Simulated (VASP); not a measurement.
# PbSe: single point with PBEsol

PbSe, a slab with vacuum:

```
Pb Se
1.0
     4.38526    0.00000    0.00000
    -0.01024    4.38525    0.00000
    -2.18751   -2.19262   11.92025
Pb Se
2 2
Direct
  0.80684 0.80730 0.61844
  0.18545 0.19981 0.38238
  0.28733 0.32315 0.62319
  0.68427 0.69990 0.37796
```

This cell differs from its parent crystal: volume scaled by 0.98.

* Program: VASP 6.6.1
* Task: single point
* Functional: PBEsol
* Potentials or basis: VASP PAW PBE potentials, release 64 (Pb_d, Se)
* Cutoff: 520 eV
* k mesh: 6 × 6 × 3
* Occupations: fermi-dirac, width 0.05 eV
* Spin: no spin polarisation

- Largest force: 0.363 eV/Å
- Band gap on the k mesh: 1.51 eV, direct

Forces in eV/Å, atoms in the order of the input:
```
Pb  -0.025  0.027 -0.340
Pb   0.005 -0.014  0.363
Se   0.093 -0.014 -0.303
Se  -0.073  0.001  0.280
```

Levels at points of the mesh, in eV from the valence-band top:
| k point | band 16 | band 17 | band 18 | band 19 | band 20 | band 21 | band 22 | band 23 | band 24 | band 25 |
| --- | --- | --- | --- | --- | --- | --- | --- | --- | --- | --- |
| (0.00, 0.00, 0.00) | -2.31 | -2.29 | -1.35 | -1.34 | -0.43 | 2.12 | 4.00 | 4.47 | 4.87 | 5.03 |
| (0.50, 0.00, 0.00) | -1.61 | -0.91 | -0.78 | -0.05 | -0.02 | 1.53 | 1.56 | 2.42 | 2.59 | 2.89 |
| (0.00, 0.50, 0.00) | -1.67 | -0.88 | -0.82 | -0.04 | 0.00 | 1.51 | 1.57 | 2.49 | 2.55 | 2.93 |
| (0.50, 0.50, 0.00) | -3.94 | -2.77 | -2.76 | -1.33 | -1.32 | 3.57 | 3.60 | 5.10 | 5.13 | 5.60 |

Wall time 4.4 min on 1 thread of Intel(R) Xeon(R) 6975P-C (Granite Rapids) (shared host), peak memory 0.53 GiB.

Caveat: the PAW data sets were made with another functional, which shifts forces and pressure a little; spin-orbit coupling is left out, which moves the levels of the heavy elements.
